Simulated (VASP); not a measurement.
# S (Fd-3m) in VASP: notebook

Runs on S. Level: PBE. Tasks: single point.

Program: VASP 6.6.1. These are calculated values, not measurements. Logs are shortened: lines on timing, memory, paths and dates and some standing lists are left out, and cuts for length are marked.

## (1) The cell of the first run

The structure is cubic, space group Fd-3m (No. 227). Conventional cell: a = 4.815 Å, b = 4.815 Å, c = 4.815 Å, α = 90.00°, β = 90.00°, γ = 90.00°. S (site symmetry -43m) has 4 S at 2.09 Å within 2.8 Å.

## (2) Single point, PBE

INCAR reads:

```
SYSTEM = S
ALGO = Normal
EDIFF = 1E-6
ENCUT = 520
GGA = PE
ISIF = 2
ISMEAR = -1
LASPH = .True.
LCHARG = .False.
LREAL = .False.
LWAVE = .False.
NBANDS = 13
NELM = 100
PREC = Accurate
SIGMA = 0.02
```

KPOINTS reads:

```
k-points
0
Gamma
  6 6 6
  0 0 0
```

POSCAR reads:

```
S
1.0
    0.0000000000      2.4075702202      2.4075702202
    2.4075702202      0.0000000000      2.4075702202
    2.4075702202      2.4075702202      0.0000000000
S
2
Direct
    0.0000000000      0.0000000000      0.0000000000
    0.2500000000      0.2500000000      0.2500000000
```

Potentials or basis: VASP PAW PBE potentials, release 64 (S).

Started as:

```console
> cat potpaw_PBE.64/S/POTCAR > POTCAR
> mpirun -np 1 vasp_std > vasp.out
```

OUTCAR:

```text
SYSTEM = S
   EDIFF = 1E-6
   ENCUT = 520
   GGA = PE
   ISIF = 2
   ISMEAR = -1
   LASPH = .True.
   LREAL = .False.
   NELM = 100
   PREC = Accurate

 ion  position               nearest neighbor table
   1  0.000  0.000  0.000-   2 2.09   2 2.09   2 2.09   2 2.09
   2  0.250  0.250  0.250-   1 2.09   1 2.09   1 2.09   1 2.09

  LATTYP: Found a face centered cubic cell.
 ALAT       =     4.8151404404

  Lattice vectors:

 A1 = (   0.0000000000,   2.4075702202,   2.4075702202)
 A2 = (   2.4075702202,   0.0000000000,   2.4075702202)
 A3 = (   2.4075702202,   2.4075702202,   0.0000000000)

Analysis of symmetry for initial positions (statically):
=====================================================================
 Subroutine PRICEL returns:
 Original cell was already a primitive cell.

 Routine SETGRP: Setting up the symmetry group for a
 face centered cubic supercell.

 Subroutine GETGRP returns: Found 48 space group operations
 (whereof 24 operations were pure point group operations)
 out of a pool of 48 trial point group operations.

The static configuration has the point symmetry T_d .
 The point group associated with its full space group is O_h .

Analysis of symmetry for dynamics (positions and initial velocities):
=====================================================================
 Subroutine PRICEL returns:
 Original cell was already a primitive cell.

 Routine SETGRP: Setting up the symmetry group for a
 face centered cubic supercell.

 Subroutine GETGRP returns: Found 48 space group operations
 (whereof 24 operations were pure point group operations)
 out of a pool of 48 trial point group operations.

The dynamic configuration has the point symmetry T_d .
 The point group associated with its full space group is O_h .

 Subroutine INISYM returns: Found 48 space group operations
 (whereof 24 operations are pure point group operations),
 and found     1 'primitive' translations

----------------------------------------------------------------------------------------

                                     Primitive cell

  volume of cell :      27.9105

  direct lattice vectors                    reciprocal lattice vectors
     0.000000000  2.407570220  2.407570220    -0.207678262  0.207678262  0.207678262
     2.407570220  0.000000000  2.407570220     0.207678262 -0.207678262  0.207678262
     2.407570220  2.407570220  0.000000000     0.207678262  0.207678262 -0.207678262

  length of vectors
     3.404818458  3.404818458  3.404818458     0.359709302  0.359709302  0.359709302

[... 81 lines left out ...]
   PSTRESS=    0.0 pullay stress
   NELECT =      12.0000    total number of electrons
   NUPDOWN=      -1.0000    fix difference up-down
   EMIN   =  10.00;   EMAX   =-10.00  energy-range for DOS
   EFERMI =   0.00;   METHOD = LEGACY
   ISMEAR =    -1;   SIGMA  =   0.02  broadening in eV -4-tet -1-fermi 0-gaus
   EFERMI_NEDOS =   21; number of points for ismear=-14 and -15
   IALGO  =     38    algorithm
   IMIX   =      4    mixing-type and parameters
     AMIX     =   0.40;   BMIX     =  1.00
     AMIX_MAG =   1.60;   BMIX_MAG =  1.00
  volume/ion in A,a.u.               =      13.96        94.17
  Fermi-wavevector in a.u.,A,eV,Ry     =   1.235605  2.334955 20.772279  1.526719
  Thomas-Fermi vector in A             =   2.370248
   LORBIT       =      0    0 simple, 1 ext, 2 COOP (PROOUT), +10 PAW based schemes
   GGA     = PE    functional components
   LHFCALC =     F    Hartree Fock is set to
   AEXX    =    0.0000 exact exchange contribution
   IVDW    =     0    specifies the selected vdW correction
   LEPSILON=     F    determine dielectric tensor
   LRPA    =     F    only Hartree local field effects (RPA)
 non-spin polarized calculation
  energy-cutoff  :      520.00
  volume of cell :       27.91
 maximum number of plane-waves:       769
 NGX is ok and might be reduce to    28
   NGX = 13   NGY = 13   NGZ = 13

 number of electron      12.0000001 magnetization

 Free energy of the ion-electron system (eV)
  ---------------------------------------------------
  ext. energy  EPLUGINS =         0.00000000
  ---------------------------------------------------
  free energy    TOTEN  =        -3.72671404 eV

  energy without entropy =       -3.72206503  energy(sigma->0) =       -3.72438954

 E-fermi :  10.1550     XC(G=0): -11.3297

 val. band max:       10.1430937720   @ k =   0.1667   0.1667   0.0000
 cond. band min:      10.1603322635   @ k =  -0.3333   0.3333   0.1667
 fundamental gap:      0.0172384915
 Fermi energy:        10.1549891669

 k-point     1 :       0.0000    0.0000    0.0000
  band No.  band energies     occupation
      1     -10.5746      2.00000
      2       4.1933      2.00000
      3       4.1933      2.00000
      4       4.1933      2.00000
      5       5.0513      2.00000
      6       8.3820      2.00000
      7       8.3820      2.00000
      8       8.3820      2.00000
      9      16.7254      0.00000
     10      16.8757      0.00000
     11      16.8757      0.00000
     12      21.5759      0.00000
     13      21.5759      0.00000
[... 226 lines left out ...]
  band No.  band energies     occupation
      1      -5.8921      2.00000
      2      -5.8921      2.00000
      3       0.7511      2.00000
      4       0.7511      2.00000
      5       9.0262      2.00000
      6       9.0262      2.00000
      7      13.2318      0.00000
      8      13.2318      0.00000
      9      17.8736      0.00000
     10      17.8736      0.00000
     11      21.6349      0.00000
     12      21.6349      0.00000
     13      25.9809      0.00000

------------------------ aborting loop because EDIFF is reached ----------------------------------------

  FORCE on cell =-STRESS in cart. coord.  units (eV):
  Direction    XX          YY          ZZ          XY          YZ          ZX
  --------------------------------------------------------------------------------------
  -------------------------------------------------------------------------------------
  Total       10.3946528     10.3946528     10.3946528      0.0000000      0.0000000     -0.0000000
  in kB      596.6967696    596.6967696    596.6967696      0.0000000      0.0000000     -0.0000000
  external PRESSURE =     596.6967696 kB  Pullay stress =       0.0000000 kB

 VOLUME and BASIS-vectors are now :
 -----------------------------------------------------------------------------
  energy-cutoff  :      520.00
  volume of cell :       27.91
      direct lattice vectors                 reciprocal lattice vectors
     0.000000000  2.407570220  2.407570220    -0.207678262  0.207678262  0.207678262
     2.407570220  0.000000000  2.407570220     0.207678262 -0.207678262  0.207678262
     2.407570220  2.407570220  0.000000000     0.207678262  0.207678262 -0.207678262

 POSITION                                       TOTAL-FORCE (eV/Angst)
 -----------------------------------------------------------------------------------
      0.00000      0.00000      0.00000         0.000000      0.000000      0.000000
      1.20379      1.20379      1.20379        -0.000000     -0.000000     -0.000000
 -----------------------------------------------------------------------------------
    total drift:                                0.000000      0.000000     -0.000000

  FREE ENERGIE OF THE ION-ELECTRON SYSTEM (eV)
  ---------------------------------------------------
  free  energy   TOTEN  =        -3.7267140434 eV

  energy  without entropy=       -3.7220650331  energy(sigma->0) =       -3.72438954
```

stdout:

```text
POSCAR found type information on POSCAR S
 POSCAR found :  1 types and       2 ions
 scaLAPACK will be used
 LDA part: xc-table for (Slater+PW92), standard interpolation
 POSCAR, INCAR and KPOINTS ok, starting setup
 FFT: planning ... GRIDC
 FFT: planning ... GRID_SOFT
 FFT: planning ... GRID
 WAVECAR not read
 entering main loop
```

Run time: 3.1 s. Hardware: 1 thread of Intel Xeon 6975P-C (Granite Rapids), shared host; peak memory 0.14 GiB.

Results:

- Free energy: -3.7267 eV
- Pressure: 59.7 GPa
- Band gap on the k mesh: zero (band 6 reaches 12.18 eV, above the bottom of band 7 at 8.38 eV)

Levels at points of the mesh, in eV from the Fermi level:
```csv
k point,band 2,band 3,band 4,band 5,band 6,band 7,band 8,band 9,band 10,band 11
"(0.00, 0.00, 0.00)",-5.96,-5.96,-5.96,-5.10,-1.77,-1.77,-1.77,6.57,6.72,6.72
"(0.50, 0.00, 0.00)",-14.26,-7.25,-7.25,-4.36,-0.16,-0.16,5.60,8.82,9.63,9.71
"(0.50, 0.50, 0.00)",-16.11,-8.84,-8.84,-3.12,-3.12,5.54,5.54,9.38,9.38,10.17
```

Caveat: the k points lie up to 0.38 Å⁻¹ apart.

## (3) Single point, PBE

This run uses another cell than the first one, of 15.57 Å³/atom, 1.116 times its volume.

INCAR reads:

```
PREC = Accurate
ENCUT = 520
EDIFF = 1E-7
ISMEAR = -1
SIGMA = 0.02
LREAL = F
LASPH = T
NELM = 100
ALGO = Normal
ISIF = 2
LWAVE = F
LCHARG = F
GGA = PE
NBANDS = 13
```

KPOINTS reads:

```
Automatic mesh
0
Gamma
  6 6 6
```

POSCAR reads:

```
S
1.0
    0.0000000000      2.4971964034      2.4971964034
    2.4971964034      0.0000000000      2.4971964034
    2.4971964034      2.4971964034      0.0000000000
S
2
Direct
    0.0000000000      0.0000000000      0.0000000000
    0.2500000000      0.2500000000      0.2500000000
```

Potentials or basis: VASP PAW PBE potentials, release 64 (S).

Started as:

```console
> cat potpaw_PBE.64/S/POTCAR > POTCAR
> mpirun -np 1 vasp_std > vasp.out
```

Wall time 3.4 s (1 thread of Intel Xeon 6975P-C (Granite Rapids), shared host); peak memory 0.14 GiB.

Results (log left out):

| Item | Value |
| --- | --- |
| Free energy | -4.7209 eV |
| Pressure | 39.8 GPa |
| Band gap on the k mesh | zero (band 6 reaches 10.12 eV, above the bottom of band 7 at 7.04 eV) |

Levels at points of the mesh, in eV from the Fermi level:
| k point | band 2 | band 3 | band 4 | band 5 | band 6 | band 7 | band 8 | band 9 | band 10 | band 11 |
| --- | --- | --- | --- | --- | --- | --- | --- | --- | --- | --- |
| (0.00, 0.00, 0.00) | -6.28 | -5.60 | -5.60 | -5.60 | -1.65 | -1.65 | -1.65 | 6.22 | 6.89 | 6.89 |
| (0.50, 0.00, 0.00) | -13.62 | -6.77 | -6.77 | -4.60 | -0.08 | -0.08 | 4.77 | 8.28 | 8.95 | 9.26 |
| (0.50, 0.50, 0.00) | -15.50 | -8.19 | -8.19 | -2.87 | -2.87 | 4.65 | 4.65 | 8.40 | 8.40 | 10.06 |

Caveat: the k points lie up to 0.36 Å⁻¹ apart.

## (4) Single point, PBE

This run uses another cell than the first one, of 18.17 Å³/atom, 1.302 times its volume.

INCAR reads:

```
SYSTEM = S
PREC = Accurate ; ENCUT = 520
EDIFF = 1E-6 ; ISMEAR = -1
SIGMA = 0.02 ; LREAL = .False.
LASPH = .True. ; NELM = 60
ALGO = Normal ; ISIF = 2
LWAVE = .False. ; LCHARG = .False.
GGA = PE ; NBANDS = 13
```

KPOINTS reads:

```
regular mesh
0
Gamma
  6 6 6
  0 0 0
```

POSCAR reads:

```
S
1.0
    0.0000000000      2.6288698225      2.6288698225
    2.6288698225      0.0000000000      2.6288698225
    2.6288698225      2.6288698225      0.0000000000
S
2
Direct
    0.0000000000      0.0000000000      0.0000000000
    0.2500000000      0.2500000000      0.2500000000
```

Started as:

```console
> cat potpaw_PBE.64/S/POTCAR > POTCAR
> mpirun -np 1 vasp_std > vasp.out
```

It took 3.2 s on 1 thread of Intel Xeon 6975P-C (Granite Rapids), shared host; peak memory 0.14 GiB.

The run converged. Its results:

- Free energy: -5.6573 eV
- Pressure: 19.8 GPa
- Band gap on the k mesh: zero (band 6 reaches 7.49 eV, above the bottom of band 7 at 5.31 eV)

Levels at points of the mesh, in eV from the Fermi level:
```tsv
k point	band 3	band 4	band 5	band 6	band 7	band 8	band 9	band 10
(0.00, 0.00, 0.00)	-4.96	-4.96	-4.96	-1.38	-1.38	-1.38	5.92	7.25
(0.50, 0.00, 0.00)	-5.98	-5.98	-4.66	0.09	0.09	3.66	7.86	8.53
(0.50, 0.50, 0.00)	-7.18	-7.18	-2.49	-2.49	3.67	3.67	7.51	7.51
```

## (5) Single point, PBE

This run uses another cell than the first one, of 24.14 Å³/atom, 1.730 times its volume.

INCAR reads:

```
SYSTEM = S
PREC = Accurate
ENCUT = 520
EDIFF = 1E-6
ISMEAR = -1
SIGMA = 0.02
LREAL = .FALSE.
LASPH = .TRUE.
NELM = 100
ALGO = Normal
ISIF = 2
LWAVE = .FALSE.
LCHARG = .TRUE.
GGA = PE
LELF = .TRUE.
LVHAR = .TRUE.
NBANDS = 13
```

KPOINTS reads:

```
Automatic mesh
0
G
  6 6 6
  0 0 0
```

POSCAR reads:

```
S
1.0
    0.0000000000      2.8900000000      2.8900000000
    2.8900000000      0.0000000000      2.8900000000
    2.8900000000      2.8900000000      0.0000000000
S
2
Direct
    0.0000000000      0.0000000000      0.0000000000
    0.2500000000      0.2500000000      0.2500000000
```

Started as:

```console
> cat potpaw_PBE.64/S/POTCAR > POTCAR
> mpirun -np 1 vasp_std > vasp.out
```

It took 4.5 s on 1 thread of Intel Xeon 6975P-C (Granite Rapids), shared host; peak memory 0.15 GiB.

It converged, with:

```
Free energy            : -6.2508 eV
Pressure               : -0.1 GPa
Band gap on the k mesh : zero (band 6 reaches 3.72 eV, above the bottom of band 7 at 2.56 eV)
```

Levels at points of the mesh, in eV from the Fermi level:
```
           k point  band 4  band 5  band 6  band 7  band 8  band 9
(0.00, 0.00, 0.00)   -3.83   -3.83   -0.92   -0.92   -0.92    5.63
(0.50, 0.00, 0.00)   -4.59   -4.24    0.24    0.24    1.99    7.54
(0.50, 0.50, 0.00)   -5.45   -1.97   -1.97    2.31    2.31    6.81
```

## (6) Overview

```csv
cell,gap on the mesh (eV),pressure (GPa)
"a = 3.405 Å, angles 60.0°, 2 atoms",none,59.7
"a = 3.532 Å, angles 60.0°, 2 atoms",none,39.8
"a = 3.718 Å, angles 60.0°, 2 atoms",none,19.8
"a = 4.087 Å, angles 60.0°, 2 atoms",none,-0.1
```

Alike in all rows: task single point; level PBE; potentials or basis VASP PAW PBE potentials, release 64 (S); no spin polarisation; k mesh 6 × 6 × 6; cutoff (eV) 520; smearing fermi-dirac 0.02 eV.

Caveats: some runs use coarse meshes.

Total energies depend on the potentials used, so only differences within one code and one set of settings carry meaning.
